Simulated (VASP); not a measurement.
# NbSnSe4 (P4mm) in VASP: single point with PBE

Aim: the single point of NbSnSe4 with PBE.

All numbers are computed with VASP 6.6.1; they aren't measurements. Logs are shortened: lines on timing, memory, paths and dates and some standing lists are left out, and cuts for length are marked.

## Step 1: The cell of the first run

The structure is tetragonal, space group P4mm (No. 99). Conventional cell: a = 5.102 Å, b = 5.102 Å, c = 7.654 Å, α = 90.00°, β = 90.00°, γ = 90.00°. Nb (site symmetry 4mm) has 6 Se at 2.39 to 2.79 Å within 3.2 Å. Within 4.0 Å of Sn (site symmetry 4mm) lie 8 Se at 3.02 to 3.82 Å and 4 Nb at 3.79 Å. Within 3.2 Å of Se (site symmetry 4mm) lie 1 Nb at 2.39 Å and 1 Se at 2.47 Å. Se (site symmetry 2mm) has 2 Nb at 2.59 Å and 2 Sn at 3.02 Å within 3.4 Å. Se (site symmetry 4mm) has 1 Se at 2.47 Å and 1 Nb at 2.79 Å within 3.3 Å.

## Step 2: Single point, PBE

INCAR reads:

```
PREC = Accurate
ENCUT = 500
EDIFF = 1E-6
ISMEAR = 0
SIGMA = 0.15
LREAL = F
LASPH = T
NELM = 120
ALGO = Normal
ISIF = 2
LWAVE = F
LCHARG = T
GGA = PE
LELF = T
LVHAR = T
NBANDS = 34
GGA_COMPAT = F
```

KPOINTS reads:

```
regular mesh
0
Gamma
  3 3 2
```

POSCAR reads:

```
NbSnSe4
1.0
    5.1024391540      0.0000000000      0.0000000000
    0.0000000000      5.1024391540      0.0000000000
    0.0000000000      0.0000000000      7.6539171695
Nb Sn Se
1 1 4
Direct
    0.5000000000      0.5000000000      0.8474967360
    0.0000000000      0.0000000000     -0.0025750137
    0.5000000000      0.5000000000      0.1603656572
    0.5000000000      0.0000000000      0.7861620637
    0.0000000000      0.5000000000      0.7861620637
    0.5000000000      0.5000000000      0.4830082031
```

Potentials or basis: VASP PAW PBE potentials, release 64 (Nb_sv, Sn_d, Se).

Run with:

```
$ cat potpaw_PBE.64/Nb_sv/POTCAR potpaw_PBE.64/Sn_d/POTCAR potpaw_PBE.64/Se/POTCAR > POTCAR
$ mpirun -np 1 vasp_std > vasp.out
```

OUTCAR:

```text
PREC = Accurate
   ENCUT = 500
   EDIFF = 1E-6
   ISMEAR = 0
   LREAL = F
   LASPH = T
   NELM = 120
   ISIF = 2
   GGA = PE

 ion  position               nearest neighbor table
   1  0.500  0.500  0.847-   3 2.39   4 2.59   5 2.59   4 2.59   5 2.59   6 2.79
   2  0.000  0.000  0.997-   4 3.02   5 3.02   5 3.02   4 3.02
   3  0.500  0.500  0.160-   1 2.39   6 2.47
   4  0.500  0.000  0.786-   1 2.59   1 2.59   2 3.02   2 3.02
   5  0.000  0.500  0.786-   1 2.59   1 2.59   2 3.02   2 3.02
   6  0.500  0.500  0.483-   3 2.47   1 2.79

  LATTYP: Found a simple tetragonal cell.
 ALAT       =     5.1024391540
 C/A-ratio  =     1.5000506500

  Lattice vectors:

 A1 = (   5.1024391540,   0.0000000000,   0.0000000000)
 A2 = (   0.0000000000,   5.1024391540,   0.0000000000)
 A3 = (   0.0000000000,   0.0000000000,   7.6539171695)

Analysis of symmetry for initial positions (statically):
=====================================================================
 Subroutine PRICEL returns:
 Original cell was already a primitive cell.

 Routine SETGRP: Setting up the symmetry group for a
 simple tetragonal supercell.

 Subroutine GETGRP returns: Found  8 space group operations
 (whereof  8 operations were pure point group operations)
 out of a pool of 16 trial point group operations.

The static configuration has the point symmetry C_4v.

Analysis of symmetry for dynamics (positions and initial velocities):
=====================================================================
 Subroutine PRICEL returns:
 Original cell was already a primitive cell.

 Routine SETGRP: Setting up the symmetry group for a
 simple tetragonal supercell.

 Subroutine GETGRP returns: Found  8 space group operations
 (whereof  8 operations were pure point group operations)
 out of a pool of 16 trial point group operations.

The dynamic configuration has the point symmetry C_4v.

 Subroutine INISYM returns: Found  8 space group operations
 (whereof  8 operations are pure point group operations),
 and found     1 'primitive' translations

----------------------------------------------------------------------------------------

                                     Primitive cell

  volume of cell :     199.2689

  direct lattice vectors                    reciprocal lattice vectors
     5.102439154  0.000000000  0.000000000     0.195984699  0.000000000  0.000000000
     0.000000000  5.102439154  0.000000000     0.000000000  0.195984699  0.000000000
     0.000000000  0.000000000  7.653917169     0.000000000  0.000000000  0.130652054

  length of vectors
     5.102439154  5.102439154  7.653917169     0.195984699  0.195984699  0.130652054

  position of ions in fractional coordinates (direct lattice)
     0.500000000  0.500000000  0.847496736
     0.000000000  0.000000000  0.997424986
     0.500000000  0.500000000  0.160365657
     0.500000000  0.000000000  0.786162064
     0.000000000  0.500000000  0.786162064
     0.500000000  0.500000000  0.483008203

  ion indices of the primitive-cell ions
   primitive index   ion index
                 1           1
                 2           2
                 3           3
                 4           4
                 5           5
                 6           6

----------------------------------------------------------------------------------------

 KPOINTS: regular mesh

Automatic generation of k-mesh.
 Grid dimensions read from file:
 generate k-points for:    3    3    2

 Generating k-lattice:

  Cartesian coordinates                     Fractional coordinates (reciprocal lattice)
     0.065328233  0.000000000  0.000000000     0.333333333  0.000000000  0.000000000
     0.000000000  0.065328233  0.000000000     0.000000000  0.333333333  0.000000000
     0.000000000  0.000000000  0.065326027     0.000000000  0.000000000  0.500000000

  Length of vectors
     0.065328233  0.065328233  0.065326027

  Shift w.r.t. Gamma in fractional coordinates (k-lattice)
     0.000000000  0.000000000  0.000000000

 Subroutine IBZKPT returns following result:
 ===========================================

 Found      6 irreducible k-points:

 Following reciprocal coordinates:
            Coordinates               Weight
  0.000000  0.000000  0.000000      1.000000
  0.333333  0.000000  0.000000      4.000000
  0.333333  0.333333  0.000000      4.000000
  0.000000  0.000000  0.500000      1.000000
  0.333333  0.000000  0.500000      4.000000
  0.333333  0.333333  0.500000      4.000000
   k-points           NKPTS =      6   k-points in BZ     NKDIM =      6   number of bands    NBANDS=     34
   number of dos      NEDOS =    301   number of ions     NIONS =      6
   total plane-waves  NPLWV =  89600
   dimension x,y,z NGX =    40 NGY =   40 NGZ =   56
   dimension x,y,z NGXF=    80 NGYF=   80 NGZF=  112
   ions per type =               1   1   4
   NGX,Y,Z   is equivalent  to a cutoff of  13.03, 13.03, 12.16 a.u.
   NGXF,Y,Z  is equivalent  to a cutoff of  26.07, 26.07, 24.33 a.u.
 SYSTEM =  unknown system
   PREC   = accura    normal or accurate (medium, high low for compatibility)
   ISTART =      0    job   : 0-new  1-cont  2-samecut
   ICHARG =      2    charge: 1-file 2-atom 10-const
   ISPIN  =      1    spin polarized calculation?
   LNONCOLLINEAR =      F non collinear calculations
   LSORBIT =      F    spin-orbit coupling
   LASPH  =      T    aspherical Exc in radial PAW
   ENCUT  =  500.0 eV  36.75 Ry    6.06 a.u.   9.30  9.30 13.95*2*pi/ulx,y,z
   NELM   =    120;   NELMIN=  2; NELMDL= -5     # of ELM steps
   EDIFF  = 0.1E-05   stopping-criterion for ELM
   LREAL  =      F    real-space projection
   EDIFFG = 0.1E-04   stopping-criterion for IOM
   NSW    =      0    number of steps for IOM
   IBRION =     -1    ionic relax: 0-MD 1-quasi-New 2-CG
   NFREE  =      0    steps in history (QN), initial steepest desc. (CG)
   ISIF   =      2    stress and relaxation
   ISYM   =      2    0-nonsym 1-usesym 2-fastsym
   POTIM  = 0.5000    time-step for ionic-motion
   TEBEG  =    0.0;   TEEND  =   0.0 temperature during run
   PSTRESS=    0.0 pullay stress
   NELECT =      51.0000    total number of electrons
   NUPDOWN=      -1.0000    fix difference up-down
   EMIN   =  10.00;   EMAX   =-10.00  energy-range for DOS
   EFERMI =   0.00;   METHOD = LEGACY
   ISMEAR =     0;   SIGMA  =   0.15  broadening in eV -4-tet -1-fermi 0-gaus
   EFERMI_NEDOS =   21; number of points for ismear=-14 and -15
   IALGO  =     38    algorithm
   IMIX   =      4    mixing-type and parameters
     AMIX     =   0.40;   BMIX     =  1.00
     AMIX_MAG =   1.60;   BMIX_MAG =  1.00
  volume/ion in A,a.u.               =      33.21       224.12
  Fermi-wavevector in a.u.,A,eV,Ry     =   1.039406  1.964192 14.699247  1.080364
  Thomas-Fermi vector in A             =   2.173934
   LORBIT       =      0    0 simple, 1 ext, 2 COOP (PROOUT), +10 PAW based schemes
   GGA     = PE    functional components
   LHFCALC =     F    Hartree Fock is set to
   AEXX    =    0.0000 exact exchange contribution
   IVDW    =     0    specifies the selected vdW correction
   LEPSILON=     F    determine dielectric tensor
   LRPA    =     F    only Hartree local field effects (RPA)
 non-spin polarized calculation
 Gauss-broadening in eV      SIGMA  =   0.15
  energy-cutoff  :      500.00
  volume of cell :      199.27
 maximum number of plane-waves:      5116
 NGX is ok and might be reduce to    40
   NGX = 19   NGY = 19   NGZ = 27

 number of electron      51.0000007 magnetization

 Free energy of the ion-electron system (eV)
  ---------------------------------------------------
  ext. energy  EPLUGINS =         0.00000000
  ---------------------------------------------------
  free energy    TOTEN  =       -28.88797446 eV

  energy without entropy =      -28.85539163  energy(sigma->0) =      -28.87168304

 E-fermi :   2.5793     XC(G=0):  -8.0543

 val. band max:        2.5493417077   @ k =   0.3333   0.3333   0.0000
 cond. band min:       2.8310972075   @ k =   0.3333   0.3333   0.5000
 fundamental gap:      0.2817554998
 Fermi energy:         2.5793165538

 k-point     1 :       0.0000    0.0000    0.0000
  band No.  band energies     occupation
      1     -53.4075      2.00000
      2     -29.5512      2.00000
      3     -29.5512      2.00000
      4     -29.3616      2.00000
      5     -19.5704      2.00000
      6     -19.5639      2.00000
[... 26 lines left out ...]
     33       5.4398      0.00000
     34       5.4398      0.00000

 k-point     2 :       0.3333    0.0000    0.0000
  band No.  band energies     occupation
      1     -53.4075      2.00000
      2     -29.5553      2.00000
      3     -29.5510      2.00000
      4     -29.3615      2.00000
      5     -19.5700      2.00000
      6     -19.5656      2.00000
[... 26 lines left out ...]
     33       4.8420      0.00000
     34       6.0490      0.00000

 k-point     3 :       0.3333    0.3333    0.0000
  band No.  band energies     occupation
      1     -53.4075      2.00000
      2     -29.5551      2.00000
      3     -29.5551      2.00000
      4     -29.3613      2.00000
      5     -19.5696      2.00000
      6     -19.5655      2.00000
[... 26 lines left out ...]
     33       5.7348      0.00000
     34       6.6999      0.00000

 k-point     4 :       0.0000    0.0000    0.5000
  band No.  band energies     occupation
      1     -53.4075      2.00000
      2     -29.5512      2.00000
      3     -29.5512      2.00000
      4     -29.3616      2.00000
      5     -19.5704      2.00000
      6     -19.5639      2.00000
[... 26 lines left out ...]
     33       5.3874      0.00000
     34       5.6529      0.00000

 k-point     5 :       0.3333    0.0000    0.5000
  band No.  band energies     occupation
      1     -53.4075      2.00000
      2     -29.5553      2.00000
      3     -29.5510      2.00000
      4     -29.3615      2.00000
      5     -19.5700      2.00000
      6     -19.5656      2.00000
[... 26 lines left out ...]
     33       5.0476      0.00000
     34       7.6623      0.00000

 k-point     6 :       0.3333    0.3333    0.5000
  band No.  band energies     occupation
      1     -53.4075      2.00000
      2     -29.5551      2.00000
      3     -29.5551      2.00000
      4     -29.3613      2.00000
      5     -19.5696      2.00000
      6     -19.5655      2.00000
[... 26 lines left out ...]
     33       6.9020      0.00000
     34       7.6782      0.00000

------------------------ aborting loop because EDIFF is reached ----------------------------------------

  FORCE on cell =-STRESS in cart. coord.  units (eV):
  Direction    XX          YY          ZZ          XY          YZ          ZX
  --------------------------------------------------------------------------------------
  -------------------------------------------------------------------------------------
  Total       -0.0114155     -0.0114155     -0.1119321      0.0000000      0.0000000      0.0000000
  in kB       -0.0917840     -0.0917840     -0.8999652      0.0000000      0.0000000      0.0000000
  external PRESSURE =      -0.3611778 kB  Pullay stress =       0.0000000 kB

 VOLUME and BASIS-vectors are now :
 -----------------------------------------------------------------------------
  energy-cutoff  :      500.00
  volume of cell :      199.27
      direct lattice vectors                 reciprocal lattice vectors
     5.102439154  0.000000000  0.000000000     0.195984699  0.000000000  0.000000000
     0.000000000  5.102439154  0.000000000     0.000000000  0.195984699  0.000000000
     0.000000000  0.000000000  7.653917169     0.000000000  0.000000000  0.130652054

 POSITION                                       TOTAL-FORCE (eV/Angst)
 -----------------------------------------------------------------------------------
      2.55122      2.55122      6.48667         0.000000     -0.000000     -0.027473
      0.00000      0.00000      7.63421         0.000000     -0.000000      0.018518
      2.55122      2.55122      1.22743         0.000000     -0.000000      0.037526
      2.55122      0.00000      6.01722         0.000000      0.000000     -0.003715
      0.00000      2.55122      6.01722        -0.000000      0.000000     -0.003715
      2.55122      2.55122      3.69690         0.000000      0.000000     -0.021141
 -----------------------------------------------------------------------------------
    total drift:                                0.000000     -0.000000     -0.001244

  FREE ENERGIE OF THE ION-ELECTRON SYSTEM (eV)
  ---------------------------------------------------
  free  energy   TOTEN  =       -28.8879744576 eV

  energy  without entropy=      -28.8553916281  energy(sigma->0) =      -28.87168304
```

Wall time 61 s (1 thread of Intel Xeon 6975P-C, shared host); peak memory 0.29 GiB.

Results:

```
Free energy   : -28.8880 eV
Pressure      : 0.0 GPa
Largest force : 0.038 eV/Å
```

Forces on the atoms (eV/Å):
```
Nb   0.000  0.000 -0.027
Sn   0.000  0.000  0.019
Se   0.000  0.000  0.038
Se   0.000  0.000 -0.004
Se   0.000  0.000 -0.004
Se   0.000  0.000 -0.021
```

Caveat: the k points lie up to 0.41 Å⁻¹ apart; spin-orbit coupling is left out, which moves the levels of the heavy elements.
